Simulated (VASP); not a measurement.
# Al9O in VASP: a series of runs

The runs below take Al9O through single point, with PBE.

Everything below comes from runs of VASP 6.6.1. Logs are shortened: lines on timing, memory, paths and dates and some standing lists are left out, and cuts for length are marked.

### Step 1. The cell of the first run

The cell holds a slab with vacuum, 10 atoms: a = 2.854 Å, b = 9.806 Å, c = 20.290 Å, α = 90.00°, β = 90.00°, γ = 98.37°.

### Step 2. Single point, PBE

Input file INCAR:

```
  ALGO = Normal
  DIPOL = 0.5 0.5 0.330
  EDIFF = 1E-6
  ENCUT = 520
  GGA = PE
  GGA_COMPAT = F
  IDIPOL = 3
  ISIF = 2
  ISMEAR = 0
  LASPH = T
  LCHARG = T
  LDIPOL = T
  LELF = T
  LREAL = F
  LVACPOTAV = T
  LVHAR = T
  LWAVE = F
  NBANDS = 28
  NELM = 120
  NELMDL = -8
  PREC = Accurate
  SIGMA = 0.1
```

Input file KPOINTS:

```
k-points
0
Gamma
  9 3 1
```

Input file POSCAR:

```
Al9O
1.0
    2.8535431553      0.0000000000      0.0000000000
   -1.4267715777      9.7014842378      0.0000000000
    0.0000000000      0.0000000000     20.2903703566
Al O
9 1
Direct
    0.5324432082      0.0648864163      0.1971378506
    0.6709612116      0.3419224231      0.2462112387
    0.2986648122      0.5973296244      0.2560259163
    0.9263684129      0.8527368258      0.2658405940
    0.0639544175      0.1277109188      0.3154271765
    0.1995835182      0.4042231282      0.3707799904
    0.8288001109      0.6596656509      0.3785021740
    0.4526153906      0.9110819271      0.3874246327
    0.5862217944      0.1830824785      0.4349117117
    0.5924854425      0.6814072012      0.4512967889
```

Potentials or basis: VASP PAW PBE potentials, release 64 (Al, O).

Command:

```sh
$ cat potpaw_PBE.64/Al/POTCAR potpaw_PBE.64/O/POTCAR > POTCAR
$ mpirun -np 1 vasp_std > vasp.out
```

OUTCAR:

```text
EDIFF = 1E-6
   ENCUT = 520
   GGA = PE
   ISIF = 2
   ISMEAR = 0
   LASPH = T
   LREAL = F
   NELM = 120
   NELMDL = -8
   PREC = Accurate

 ion  position               nearest neighbor table
   1  0.532  0.065  0.197-   5 2.86   5 2.86   2 2.87   4 2.87   4 2.87
   2  0.671  0.342  0.246-   3 2.87   3 2.87   1 2.87   5 2.89   5 2.89   6 2.96   6 2.97
   3  0.299  0.597  0.256-   2 2.87   2 2.87   4 2.87   4 2.87   7 2.93   7 2.93   6 2.99
   4  0.926  0.853  0.266-   5 2.85   1 2.87   1 2.87   3 2.87   3 2.87   8 2.90   8 2.91   7 2.96

   5  0.064  0.128  0.315-   4 2.85   9 2.86   1 2.86   1 2.86   9 2.87   2 2.89   2 2.89   6 2.91
                             8 2.93   8 2.93
   6  0.200  0.404  0.371-   7 2.86   7 2.87   9 2.88   9 2.89   5 2.91   2 2.96   2 2.97   3 2.99

   7  0.829  0.660  0.379-  10 1.65  10 2.62   8 2.83   8 2.83   6 2.86   6 2.87   3 2.93   3 2.93
                             4 2.96
   8  0.453  0.911  0.387-   9 2.81   7 2.83   7 2.83   4 2.90   4 2.91   5 2.93   5 2.93
   9  0.586  0.183  0.435-   8 2.81   5 2.86   5 2.87   6 2.88   6 2.89
  10  0.592  0.681  0.451-   7 1.65   7 2.62

  LATTYP: Found a base centered orthorhombic cell.
 ALAT       =     2.8535431553
 B/A-ratio  =     6.7996057601
 C/A-ratio  =     7.1105882239

  Lattice vectors:

 A1 = (   1.4267715777,  -9.7014842378,   0.0000000000)
 A2 = (   1.4267715776,   9.7014842378,   0.0000000000)
 A3 = (   0.0000000000,   0.0000000000,  20.2903703566)

Analysis of symmetry for initial positions (statically):
=====================================================================
 Subroutine PRICEL returns:
 Original cell was already a primitive cell.

 Routine SETGRP: Setting up the symmetry group for a
 base centered orthorhombic supercell.

 Subroutine GETGRP returns: Found  1 space group operations
 (whereof  1 operations were pure point group operations)
 out of a pool of  8 trial point group operations.

The static configuration has the point symmetry C_1 .

Analysis of symmetry for dynamics (positions and initial velocities):
=====================================================================
 Subroutine PRICEL returns:
 Original cell was already a primitive cell.

 Routine SETGRP: Setting up the symmetry group for a
 base centered orthorhombic supercell.

 Subroutine GETGRP returns: Found  1 space group operations
 (whereof  1 operations were pure point group operations)
[... 142 lines left out ...]
   EMIN   =  10.00;   EMAX   =-10.00  energy-range for DOS
   EFERMI =   0.00;   METHOD = LEGACY
   ISMEAR =     0;   SIGMA  =   0.10  broadening in eV -4-tet -1-fermi 0-gaus
   EFERMI_NEDOS =   21; number of points for ismear=-14 and -15
   IALGO  =     38    algorithm
   IMIX   =      4    mixing-type and parameters
     AMIX     =   0.40;   BMIX     =  1.00
     AMIX_MAG =   1.60;   BMIX_MAG =  1.00
  volume/ion in A,a.u.               =      56.17       379.06
  Fermi-wavevector in a.u.,A,eV,Ry     =   0.636417  1.202654  5.510726  0.405027
  Thomas-Fermi vector in A             =   1.701081
   LORBIT       =      0    0 simple, 1 ext, 2 COOP (PROOUT), +10 PAW based schemes
   GGA     = PE    functional components
   LHFCALC =     F    Hartree Fock is set to
   AEXX    =    0.0000 exact exchange contribution
   IVDW    =     0    specifies the selected vdW correction
   LEPSILON=     F    determine dielectric tensor
   LRPA    =     F    only Hartree local field effects (RPA)
 non-spin polarized calculation
 Gauss-broadening in eV      SIGMA  =   0.10
  energy-cutoff  :      520.00
  volume of cell :      561.71
 maximum number of plane-waves:     15170
 NGX is ok and might be reduce to    24
   NGX = 11   NGY = 37   NGZ = 75

 dipolmoment           0.000000      0.000000     -0.001874 electrons x Angstroem

 number of electron      32.9999995 magnetization

 dipolmoment           0.000000      0.000000      0.207468 electrons x Angstroem

 Free energy of the ion-electron system (eV)
  ---------------------------------------------------
  ext. energy  EPLUGINS =         0.00000000
  ---------------------------------------------------
  free energy    TOTEN  =       -37.23350026 eV

  energy without entropy =      -37.20872529  energy(sigma->0) =      -37.22111278

 E-fermi :  -1.3027     XC(G=0):  -3.8035

 val. band max:       -1.3463397218   @ k =   0.2222   0.3333   0.0000
 cond. band min:      -1.2969780585   @ k =   0.4444   0.3333   0.0000
 fundamental gap:      0.0493616633
 Fermi energy:        -1.3026690190

 k-point     1 :       0.0000    0.0000    0.0000
  band No.  band energies     occupation
      1     -18.5850      2.00000
      2     -11.2724      2.00000
      3      -9.7001      2.00000
      4      -9.6496      2.00000
      5      -8.9697      2.00000
      6      -7.2602      2.00000
[... 423 lines left out ...]
     27       3.3273      0.00000
     28       3.4728      0.00000

------------------------ aborting loop because EDIFF is reached ----------------------------------------

  FORCE on cell =-STRESS in cart. coord.  units (eV):
  Direction    XX          YY          ZZ          XY          YZ          ZX
  --------------------------------------------------------------------------------------
  -------------------------------------------------------------------------------------
  Total       -4.8747549     -5.6780766     -0.1223373      1.3549609      1.3566390     -2.6453962
  in kB      -13.9043525    -16.1956815     -0.3489449      3.8647798      3.8695663     -7.5455119
  external PRESSURE =     -10.1496596 kB  Pullay stress =       0.0000000 kB

 VOLUME and BASIS-vectors are now :
 -----------------------------------------------------------------------------
  energy-cutoff  :      520.00
  volume of cell :      561.71
      direct lattice vectors                 reciprocal lattice vectors
     2.853543155  0.000000000  0.000000000     0.350441520  0.051538506  0.000000000
    -1.426771578  9.701484238  0.000000000     0.000000000  0.103077011  0.000000000
     0.000000000  0.000000000 20.290370357     0.000000000  0.000000000  0.049284463

 POSITION                                       TOTAL-FORCE (eV/Angst)
 -----------------------------------------------------------------------------------
      1.42677      0.62949      4.00000        -0.024575      0.095624      0.023900
      1.42677      3.31715      4.99572         0.012325      0.065816     -0.088792
     -0.00000      5.79498      5.19486        -0.043345     -0.038919      0.223335
      1.42677      8.27281      5.39400         0.015098     -0.230640     -0.050919
      0.00028      1.23899      6.40013        -0.035837      0.187391      0.043805
     -0.00721      3.92156      7.52326         0.016888     -0.262994     -0.113983
      1.42382      6.39974      7.67995         1.717830     -0.613000     -0.730718
     -0.00835      8.83885      7.86099         0.286081     -0.218974      0.617249
      1.41159      1.77617      8.82452        -0.000197      0.000332      0.000149
      0.71847      6.61066      9.15698        -1.944267      1.015364      0.075975
 -----------------------------------------------------------------------------------
    total drift:                               -0.000028     -0.000001     -0.000365

  FREE ENERGIE OF THE ION-ELECTRON SYSTEM (eV)
  ---------------------------------------------------
  free  energy   TOTEN  =       -37.2335002619 eV

  energy  without entropy=      -37.2087252918  energy(sigma->0) =      -37.22111278

 vacuum level on the upper side and lower side of the slab         4.230         2.874
```

Run time: 20 min. Hardware: 1 thread of Intel Xeon 8259CL, shared host; peak memory 0.69 GiB.

Results:

```
Free energy            : -37.2335 eV
Largest force          : 2.195 eV/Å
Band gap on the k mesh : zero (an odd number of electrons rules out a gap without spin polarisation)
```

Forces on the atoms (eV/Å):
```
Al  -0.025  0.096  0.024
Al   0.012  0.066 -0.089
Al  -0.043 -0.039  0.223
Al   0.015 -0.231 -0.051
Al  -0.036  0.187  0.044
Al   0.017 -0.263 -0.114
Al   1.718 -0.613 -0.731
Al   0.286 -0.219  0.617
Al   0.000  0.000  0.000
O   -1.944  1.015  0.076
```

Caveat: an odd number of electrons without spin polarisation forces a metal; a magnetic or distorted state may lie lower.

### Step 3. Single point, PBE

Input file INCAR:

```
  ALGO = Normal
  DIPOL = 0.5 0.5 0.330
  EDIFF = 1E-6
  ENCUT = 520
  GGA = PE
  GGA_COMPAT = False
  IDIPOL = 3
  ISIF = 2
  ISMEAR = 0
  LASPH = True
  LCHARG = False
  LDIPOL = True
  LREAL = False
  LWAVE = False
  NBANDS = 28
  NELM = 120
  NELMDL = -8
  PREC = Accurate
  SIGMA = 0.1
```

KPOINTS is that of step 2.

Changes to POSCAR since step 2:

```diff
@@ -16,3 +16,3 @@
     0.4526153906      0.9110819271      0.3874246327
-    0.5862217944      0.1830824785      0.4349117117
-    0.5924854425      0.6814072012      0.4512967889
+    0.5928518329      0.1827214114      0.4350617389
+    1.0924854425      0.6814072012      0.4509234321
```

Potentials or basis: VASP PAW PBE potentials, release 64 (Al, O).

Command:

```sh
$ cat potpaw_PBE.64/Al/POTCAR potpaw_PBE.64/O/POTCAR > POTCAR
$ mpirun -np 1 vasp_std > vasp.out
```

It took 18 min on 1 thread of Intel Xeon 8259CL, shared host; peak memory 0.68 GiB.

Results (log left out):

- Free energy: -37.2672 eV
- Largest force: 2.257 eV/Å
- Band gap on the k mesh: zero (an odd number of electrons rules out a gap without spin polarisation)

Forces in eV/Å, atoms in the order of the input:
```
Al   0.076  0.116  0.042
Al   0.009  0.063 -0.089
Al   0.036 -0.042  0.243
Al  -0.052 -0.238 -0.048
Al  -0.003  0.173  0.033
Al  -0.011 -0.274 -0.118
Al  -1.774 -0.615 -0.732
Al  -0.281 -0.227  0.616
Al   0.000 -0.001 -0.002
O    2.000  1.046  0.054
```

Levels at points of the mesh, in eV from the Fermi level:
| k point | band 14 | band 15 | band 16 | band 17 | band 18 | band 19 |
| --- | --- | --- | --- | --- | --- | --- |
| (0.00, 0.00, 0.00) | -1.65 | -1.24 | -0.81 | -0.22 | 0.34 | 1.26 |

Caveat: an odd number of electrons without spin polarisation forces a metal; a magnetic or distorted state may lie lower.
